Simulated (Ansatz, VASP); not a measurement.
# Two plane-wave programs on Pt

```
Pt
1.0
     0.00000    1.97014    1.97014
     1.97014    0.00000    1.97014
     1.97014    1.97014    0.00000
Pt
1
Direct
  0.00000 0.00000 0.00000
```

Alike in both runs: task single point; functional RPBE; k mesh 22 × 22 × 22; occupations fermi-dirac, width 0.1 eV; no spin polarisation.

|  | VASP | Ansatz |
| --- | --- | --- |
| version | VASP 6.6.1 | Ansatz 0.2.0 |
| potentials or method | VASP PAW PBE potentials, release 64 (Pt), cutoff 520 eV | plane waves (420 eV) with PAW, scalar-relativistic |
| valence electrons in the cell | 10 | 18 |

Ansatz gave:

```
pressure (GPa) : 10.5
```

Estimate VASP's values.

pressure (GPa): 10.0.

VASP's potentials were made for PBE, not for RPBE. The functional is the same, so the differences come from potentials, cutoffs and numerics. VASP's potentials hold 10 valence electrons a cell and Ansatz's 18, so a difference there can come from the potentials and not from the codes.

Neither program's run includes spin-orbit coupling.
